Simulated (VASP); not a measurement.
# C (P6_3/mmc) in VASP: a series of runs

Aim: see how the results for C move with the level of theory and the settings. Levels: PBEsol+D3(BJ), PBEsol+D4, PBEsol, PBE. Tasks: single point, relaxation of cell and atoms.

The COD entry that gives the cell may itself be a prediction, so a difference from it is no test against experiment.

Everything below comes from runs of VASP 6.6.1. Logs are shortened: lines on timing, memory, paths and dates and some standing lists are left out, and cuts for length are marked.

## Step 1: The cell of the first run

It takes space group P6_3/mmc (No. 194, hexagonal). The conventional cell has a = 2.500 Å, b = 2.500 Å, c = 8.247 Å, α = 90.00°, β = 90.00°, γ = 120.00°. C (site symmetry 3m) has 4 C at 1.53 to 1.56 Å within 2.0 Å. C (site symmetry 3m) has 4 C at 1.53 Å within 2.0 Å.

## Step 2: Single point, PBEsol+D3(BJ)

INCAR

```
PREC     = Accurate       # precision mode
ENCUT    = 600            # plane-wave cutoff, eV
EDIFF    = 1E-6           # SCF threshold, eV
ISMEAR   = -1             # smearing method
SIGMA    = 0.05           # smearing width, eV
LREAL    = F              # projectors in reciprocal space
LASPH    = T              # aspherical terms in the spheres
NELM     = 120            # most SCF steps
ALGO     = Normal         # electronic algorithm
ISIF     = 2              # what is computed and relaxed
LWAVE    = F              # write WAVECAR
LCHARG   = F              # write CHGCAR
GGA      = PS             # functional
IVDW     = 12             # dispersion correction
NBANDS   = 26             # bands
GGA_COMPAT= F
```

KPOINTS

```
Automatic mesh
0
Gamma
  12 12 4
```

POSCAR

```
C
1.0
    2.4999577183      0.0000000000      0.0000000000
   -1.2499788592      2.1650268925      0.0000000000
    0.0000000000      0.0000000000      8.2469369907
C
8
Direct
    0.6666666667      0.3333333333      0.8444456440
    0.3333333333      0.6666666667      0.3444456440
    0.6666666667      0.3333333333      0.6555543560
    0.3333333333      0.6666666667      0.1555543560
    0.0000000000      0.0000000000      0.9070516830
    0.0000000000      0.0000000000      0.4070516830
    0.0000000000      0.0000000000      0.5929483170
    0.0000000000      0.0000000000      0.0929483170
```

Potentials or basis: VASP PAW PBE potentials, release 64 (C).

On the command line:

```console
$ cat potpaw_PBE.64/C/POTCAR > POTCAR
$ mpirun -np 1 vasp_std > vasp.out
```

OUTCAR:

```text
PREC = Accurate
   ENCUT = 600
   EDIFF = 1E-6
   ISMEAR = -1
   LREAL = F
   LASPH = T
   NELM = 120
   ISIF = 2
   GGA = PS
   IVDW = 12
 IVDW          = 12

 ion  position               nearest neighbor table
   1  0.667  0.333  0.844-   5 1.53   5 1.53   5 1.53   3 1.56
   2  0.333  0.667  0.344-   6 1.53   6 1.53   6 1.53   4 1.56
   3  0.667  0.333  0.656-   7 1.53   7 1.53   7 1.53   1 1.56
   4  0.333  0.667  0.156-   8 1.53   8 1.53   8 1.53   2 1.56
   5  0.000  0.000  0.907-   1 1.53   1 1.53   1 1.53   8 1.53
   6  0.000  0.000  0.407-   2 1.53   2 1.53   2 1.53   7 1.53
   7  0.000  0.000  0.593-   3 1.53   3 1.53   3 1.53   6 1.53
   8  0.000  0.000  0.093-   4 1.53   4 1.53   4 1.53   5 1.53

  LATTYP: Found a hexagonal cell.
 ALAT       =     2.4999577183
 C/A-ratio  =     3.2988305883

  Lattice vectors:

 A1 = (   2.4999577183,   0.0000000000,   0.0000000000)
 A2 = (  -1.2499788592,   2.1650268925,   0.0000000000)
 A3 = (   0.0000000000,   0.0000000000,   8.2469369907)

Analysis of symmetry for initial positions (statically):
=====================================================================
 Subroutine PRICEL returns:
 Original cell was already a primitive cell.

 Routine SETGRP: Setting up the symmetry group for a
 hexagonal supercell.

 Subroutine GETGRP returns: Found 24 space group operations
 (whereof 12 operations were pure point group operations)
 out of a pool of 24 trial point group operations.

The static configuration has the point symmetry D_3d.
 The point group associated with its full space group is D_6h.

Analysis of symmetry for dynamics (positions and initial velocities):
=====================================================================
 Subroutine PRICEL returns:
 Original cell was already a primitive cell.

 Routine SETGRP: Setting up the symmetry group for a
 hexagonal supercell.

 Subroutine GETGRP returns: Found 24 space group operations
 (whereof 12 operations were pure point group operations)
 out of a pool of 24 trial point group operations.

The dynamic configuration has the point symmetry D_3d.
 The point group associated with its full space group is D_6h.

 Subroutine INISYM returns: Found 24 space group operations
 (whereof 12 operations are pure point group operations),
 and found     1 'primitive' translations

----------------------------------------------------------------------------------------

                                     Primitive cell

  volume of cell :      44.6363

  direct lattice vectors                    reciprocal lattice vectors
     2.499957718  0.000000000  0.000000000     0.400006765  0.230944014  0.000000000
    -1.249978859  2.165026892  0.000000000     0.000000000  0.461888027  0.000000000
     0.000000000  0.000000000  8.246936991     0.000000000  0.000000000  0.121257141

  length of vectors
     2.499957718  2.499957718  8.246936991     0.461888027  0.461888027  0.121257141

  position of ions in fractional coordinates (direct lattice)
     0.666666667  0.333333333  0.844445644
     0.333333333  0.666666667  0.344445644
     0.666666667  0.333333333  0.655554356
     0.333333333  0.666666667  0.155554356
     0.000000000  0.000000000  0.907051683
     0.000000000  0.000000000  0.407051683
     0.000000000  0.000000000  0.592948317
     0.000000000  0.000000000  0.092948317

  ion indices of the primitive-cell ions
   primitive index   ion index
                 1           1
                 2           2
                 3           3
                 4           4
                 5           5
                 6           6
                 7           7
                 8           8

----------------------------------------------------------------------------------------

 KPOINTS: Automatic mesh

Automatic generation of k-mesh.
 Grid dimensions read from file:
 generate k-points for:   12   12    4

 Generating k-lattice:

  Cartesian coordinates                     Fractional coordinates (reciprocal lattice)
     0.033333897  0.019245334  0.000000000     0.083333333  0.000000000  0.000000000
     0.000000000  0.038490669  0.000000000     0.000000000  0.083333333  0.000000000
     0.000000000  0.000000000  0.030314285     0.000000000  0.000000000  0.250000000

  Length of vectors
     0.038490669  0.038490669  0.030314285

  Shift w.r.t. Gamma in fractional coordinates (k-lattice)
     0.000000000  0.000000000  0.000000000

 Subroutine IBZKPT returns following result:
 ===========================================

 Found     57 irreducible k-points:

 Following reciprocal coordinates:
            Coordinates               Weight
  0.000000  0.000000  0.000000      1.000000
  0.083333  0.000000  0.000000      6.000000
  0.166667 -0.000000  0.000000      6.000000
  0.250000  0.000000  0.000000      6.000000
  0.333333 -0.000000  0.000000      6.000000
  0.416667  0.000000  0.000000      6.000000
[... 16 lines left out ...]
  0.250000  0.000000  0.250000     12.000000
  0.333333 -0.000000  0.250000     12.000000
 [... further k-points ...]
   k-points           NKPTS =     57   k-points in BZ     NKDIM =     57   number of bands    NBANDS=     26
   number of dos      NEDOS =    301   number of ions     NIONS =      8
   total plane-waves  NPLWV =  28000
   dimension x,y,z NGX =    20 NGY =   20 NGZ =   70
   dimension x,y,z NGXF=    40 NGYF=   40 NGZF=  140
   ions per type =               8
   NGX,Y,Z   is equivalent  to a cutoff of  13.30, 13.30, 14.11 a.u.
   NGXF,Y,Z  is equivalent  to a cutoff of  26.60, 26.60, 28.22 a.u.
 SYSTEM =  unknown system
   PREC   = accura    normal or accurate (medium, high low for compatibility)
   ISTART =      0    job   : 0-new  1-cont  2-samecut
   ICHARG =      2    charge: 1-file 2-atom 10-const
   ISPIN  =      1    spin polarized calculation?
   LNONCOLLINEAR =      F non collinear calculations
   LSORBIT =      F    spin-orbit coupling
   LASPH  =      T    aspherical Exc in radial PAW
   ENCUT  =  600.0 eV  44.10 Ry    6.64 a.u.   4.99  4.99 16.47*2*pi/ulx,y,z
   NELM   =    120;   NELMIN=  2; NELMDL= -5     # of ELM steps
   EDIFF  = 0.1E-05   stopping-criterion for ELM
   LREAL  =      F    real-space projection
   EDIFFG = 0.1E-04   stopping-criterion for IOM
   NSW    =      0    number of steps for IOM
   IBRION =     -1    ionic relax: 0-MD 1-quasi-New 2-CG
   NFREE  =      0    steps in history (QN), initial steepest desc. (CG)
   ISIF   =      2    stress and relaxation
   ISYM   =      2    0-nonsym 1-usesym 2-fastsym
   POTIM  = 0.5000    time-step for ionic-motion
   TEBEG  =    0.0;   TEEND  =   0.0 temperature during run
   PSTRESS=    0.0 pullay stress
   NELECT =      32.0000    total number of electrons
   NUPDOWN=      -1.0000    fix difference up-down
   EMIN   =  10.00;   EMAX   =-10.00  energy-range for DOS
   EFERMI =   0.00;   METHOD = LEGACY
   ISMEAR =    -1;   SIGMA  =   0.05  broadening in eV -4-tet -1-fermi 0-gaus
   EFERMI_NEDOS =   21; number of points for ismear=-14 and -15
   IALGO  =     38    algorithm
   IMIX   =      4    mixing-type and parameters
     AMIX     =   0.40;   BMIX     =  1.00
     AMIX_MAG =   1.60;   BMIX_MAG =  1.00
  volume/ion in A,a.u.               =       5.58        37.65
  Fermi-wavevector in a.u.,A,eV,Ry     =   1.465194  2.768816 29.208918  2.146795
  Thomas-Fermi vector in A             =   2.581080
   LORBIT       =      0    0 simple, 1 ext, 2 COOP (PROOUT), +10 PAW based schemes
   GGA     = PS    functional components
   LHFCALC =     F    Hartree Fock is set to
   AEXX    =    0.0000 exact exchange contribution
   IVDW    =    12    specifies the selected vdW correction
   LEPSILON=     F    determine dielectric tensor
   LRPA    =     F    only Hartree local field effects (RPA)
 non-spin polarized calculation
  energy-cutoff  :      600.00
  volume of cell :       44.64
 maximum number of plane-waves:      1518
 NGX is ok and might be reduce to    20
   NGX =  9   NGY =  9   NGZ = 33

 number of electron      31.9999999 magnetization

 Free energy of the ion-electron system (eV)
  ---------------------------------------------------
  ext. energy  EPLUGINS =         0.00000000
  ---------------------------------------------------
  free energy    TOTEN  =       -76.94449227 eV

  energy without entropy =      -76.94449227  energy(sigma->0) =      -76.94449227

 E-fermi :  11.0043     XC(G=0): -13.5115

 val. band max:       10.0860234576   @ k =   0.0000   0.0000   0.0000
 cond. band min:      14.5325585766   @ k =   0.4167   0.0000   0.0000
 fundamental gap:      4.4465351190
 Fermi energy:        11.0043420738

 k-point     1 :       0.0000    0.0000    0.0000
  band No.  band energies     occupation
      1     -11.8102      2.00000
      2     -10.1444      2.00000
      3     -10.0399      2.00000
      4      -5.9935      2.00000
      5      -3.7197      2.00000
      6       3.1115      2.00000
[... 18 lines left out ...]
     25      18.4349      0.00000
     26      18.7617      0.00000

 k-point     2 :       0.0833    0.0000    0.0000
  band No.  band energies     occupation
      1     -11.6360      2.00000
      2      -9.9724      2.00000
      3      -9.8687      2.00000
      4      -5.8386      2.00000
      5      -3.5559      2.00000
      6       3.2014      2.00000
[... 18 lines left out ...]
     25      18.8743      0.00000
     26      19.3722      0.00000

 k-point     3 :       0.1667   -0.0000    0.0000
  band No.  band energies     occupation
      1     -11.1151      2.00000
      2      -9.4592      2.00000
      3      -9.3581      2.00000
      4      -5.3759      2.00000
      5      -3.0765      2.00000
      6       3.3913      2.00000
[... 18 lines left out ...]
     25      19.5537      0.00000
     26      20.6038      0.00000

 k-point     4 :       0.2500    0.0000    0.0000
  band No.  band energies     occupation
      1     -10.2538      2.00000
      2      -8.6114      2.00000
      3      -8.5162      2.00000
      4      -4.6132      2.00000
      5      -2.3364      2.00000
      6       1.7168      2.00000
[... 18 lines left out ...]
     25      20.8820      0.00000
     26      20.8924      0.00000

 k-point     5 :       0.3333   -0.0000    0.0000
  band No.  band energies     occupation
      1      -9.0666      2.00000
      2      -7.4458      2.00000
      3      -7.3658      2.00000
      4      -3.5756      2.00000
      5      -1.7596      2.00000
      6      -0.4267      2.00000
[... 18 lines left out ...]
     25      21.3784      0.00000
     26      21.9843      0.00000

 k-point     6 :       0.4167    0.0000    0.0000
  band No.  band energies     occupation
      1      -7.5959      2.00000
      2      -6.0142      2.00000
      3      -6.0115      2.00000
      4      -3.2223      2.00000
      5      -2.5528      2.00000
      6      -1.8684      2.00000
[... 427 lines left out ...]
 k-point    21 :       0.0833    0.0000    0.2500
  band No.  band energies     occupation
      1     -11.5279      2.00000
      2     -10.6680      2.00000
      3      -8.9734      2.00000
      4      -6.6279      2.00000
      5      -2.5878      2.00000
      6       1.1493      2.00000
[... 18 lines left out ...]
     25      18.8657      0.00000
     26      19.3167      0.00000

 k-point    22 :       0.1667   -0.0000    0.2500
  band No.  band energies     occupation
      1     -11.0075      2.00000
      2     -10.1518      2.00000
      3      -8.4680      2.00000
      4      -6.1477      2.00000
      5      -2.1352      2.00000
      6       1.4830      2.00000
[... 18 lines left out ...]
     25      20.1833      0.00000
     26      20.7704      0.00000

 k-point    23 :       0.2500    0.0000    0.2500
  band No.  band energies     occupation
      1     -10.1471      2.00000
      2      -9.2990      2.00000
      3      -7.6351      2.00000
      4      -5.3587      2.00000
      5      -1.4485      2.00000
      6       1.6187      2.00000
[... 18 lines left out ...]
     25      20.3073      0.00000
     26      21.8296      0.00000

 k-point    24 :       0.3333   -0.0000    0.2500
  band No.  band energies     occupation
      1      -8.9614      2.00000
      2      -8.1267      2.00000
      3      -6.4985      2.00000
      4      -4.2955      2.00000
      5      -1.2216      2.00000
      6      -0.2406      2.00000
[... 18 lines left out ...]
     25      20.6502      0.00000
     26      22.3808      0.00000

 [... further k-points ...]

------------------------ aborting loop because EDIFF is reached ----------------------------------------

 Edisp (eV)   -1.05414

 E8    (eV) :    -0.5105

  FORCE on cell =-STRESS in cart. coord.  units (eV):
  Direction    XX          YY          ZZ          XY          YZ          ZX
  --------------------------------------------------------------------------------------
  -------------------------------------------------------------------------------------
  Total      -0.11479    -0.11479    -0.13099     0.00000     0.00000     0.00000
  in kB      -4.12044    -4.12044    -4.70174     0.00000     0.00000     0.00000
  external pressure =       -4.31 kB  Pullay stress =        0.00 kB

 VOLUME and BASIS-vectors are now :
 -----------------------------------------------------------------------------
  energy-cutoff  :      600.00
  volume of cell :       44.64
      direct lattice vectors                 reciprocal lattice vectors
     2.499957718  0.000000000  0.000000000     0.400006765  0.230944014  0.000000000
    -1.249978859  2.165026892  0.000000000     0.000000000  0.461888027  0.000000000
     0.000000000  0.000000000  8.246936991     0.000000000  0.000000000  0.121257141

 POSITION                                       TOTAL-FORCE (eV/Angst)
 -----------------------------------------------------------------------------------
      1.24998      0.72168      6.96409         0.000000      0.000000     -0.005697
     -0.00000      1.44335      2.84062         0.000000     -0.000000     -0.005697
      1.24998      0.72168      5.40632        -0.000000      0.000000      0.005697
     -0.00000      1.44335      1.28285         0.000000     -0.000000      0.005697
      0.00000      0.00000      7.48040        -0.000000      0.000000     -0.000782
      0.00000      0.00000      3.35693         0.000000     -0.000000     -0.000782
      0.00000      0.00000      4.89001        -0.000000      0.000000      0.000782
      0.00000      0.00000      0.76654        -0.000000     -0.000000      0.000782
 -----------------------------------------------------------------------------------
    total drift:                               -0.000000      0.000000      0.000000

  FREE ENERGIE OF THE ION-ELECTRON SYSTEM (eV)
  ---------------------------------------------------
  free  energy   TOTEN  =       -77.9986306513 eV

  energy  without entropy=      -77.9986306512  energy(sigma->0) =      -77.99863065
```

Run time: 50 s. Hardware: 1 thread of Intel Xeon Platinum 8488C (Sapphire Rapids), shared host; peak memory 0.22 GiB.

Results:

```
Free energy                : -77.9986 eV
Pressure                   : -0.4 GPa
Largest force              : 0.006 eV/Å
Band gap on the k mesh     : 4.45 eV, indirect (least direct gap 5.28 eV)
Dispersion energy per atom : -0.132 eV
```

Forces in eV/Å, atoms in the order of the input:
```
C    0.000  0.000 -0.006
C    0.000  0.000 -0.006
C    0.000  0.000  0.006
C    0.000  0.000  0.006
C    0.000  0.000 -0.001
C    0.000  0.000 -0.001
C    0.000  0.000  0.001
C    0.000  0.000  0.001
```

Caveat: three body term missing; the PAW data sets were made with another functional, which shifts forces and pressure a little. A k mesh can miss the band edges.

## Step 3: Single point, PBEsol+D4

INCAR

```
SYSTEM = C
PREC     = Accurate       ! precision mode
ENCUT    = 600            ! plane-wave cutoff, eV
EDIFF    = 1E-6           ! SCF threshold, eV
ISMEAR   = -1             ! smearing method
SIGMA    = 0.05           ! smearing width, eV
LREAL    = .False.        ! projectors in reciprocal space
LASPH    = .True.         ! aspherical terms in the spheres
NELM     = 120            ! most SCF steps
ALGO     = Normal         ! electronic algorithm
ISIF     = 2              ! what is computed and relaxed
LWAVE    = .False.        ! write WAVECAR
LCHARG   = .True.         ! write CHGCAR
GGA      = PS             ! functional
IVDW     = 13             ! dispersion correction
LELF     = .True.         ! ELF
LVHAR    = .True.       
NBANDS   = 26             ! bands
GGA_COMPAT= .False.
```

KPOINTS

```
regular mesh
0
Gamma
  12 12 4
  0 0 0
```

POSCAR

```
C
1.0
    2.4996735543      0.0000000000      0.0000000000
   -1.2498367771      2.1647807992      0.0000000000
    0.0000000000      0.0000000000      8.2459929735
C
8
Direct
    0.6666666667      0.3333333333      0.8444451163
    0.3333333333      0.6666666667      0.3444451163
    0.6666666667      0.3333333333      0.6555548837
    0.3333333333      0.6666666667      0.1555548837
    0.0000000000      0.0000000000      0.9070518630
    0.0000000000      0.0000000000      0.4070518630
    0.0000000000      0.0000000000      0.5929481370
    0.0000000000      0.0000000000      0.0929481370
```

Potentials or basis: VASP PAW PBE potentials, release 64 (C).

On the command line:

```console
$ cat potpaw_PBE.64/C/POTCAR > POTCAR
$ mpirun -np 1 vasp_std > vasp.out
```

It took 51 s on 1 thread of Intel Xeon Platinum 8488C (Sapphire Rapids), shared host; peak memory 0.19 GiB.

Results (log left out):

```yaml
Free_energy: -77.9096 eV
Pressure: 0.5 GPa
Largest_force: 0.006 eV/Å
Band_gap_on_the_k_mesh: 4.45 eV, indirect (least direct gap 5.28 eV)
Dispersion_energy_per_atom: -0.121 eV
```

Forces in eV/Å, atoms in the order of the input:
```
C    0.000  0.000 -0.006
C    0.000  0.000 -0.006
C    0.000  0.000  0.006
C    0.000  0.000  0.006
C    0.000  0.000 -0.001
C    0.000  0.000 -0.001
C    0.000  0.000  0.001
C    0.000  0.000  0.001
```

Levels at points of the mesh, in eV from the valence-band top:
```
           k point  band 13  band 14  band 15  band 16  band 17  band 18  band 19  band 20
(0.00, 0.00, 0.00)    -1.77    -0.24     0.00     0.00     5.28     5.28     5.46     7.11
(0.50, 0.00, 0.00)    -5.05    -4.77    -3.77    -3.03     4.50     5.50     5.91     5.93
(0.00, 0.00, 0.50)    -0.67    -0.67    -0.67    -0.67     6.07     6.07     6.07     6.07
(0.50, 0.00, 0.50)    -4.85    -4.85    -3.74    -3.74     4.85     4.85     6.89     6.89
```

Caveat: the PAW data sets were made with another functional, which shifts forces and pressure a little. A k mesh can miss the band edges.

[end of part 1 of 2]
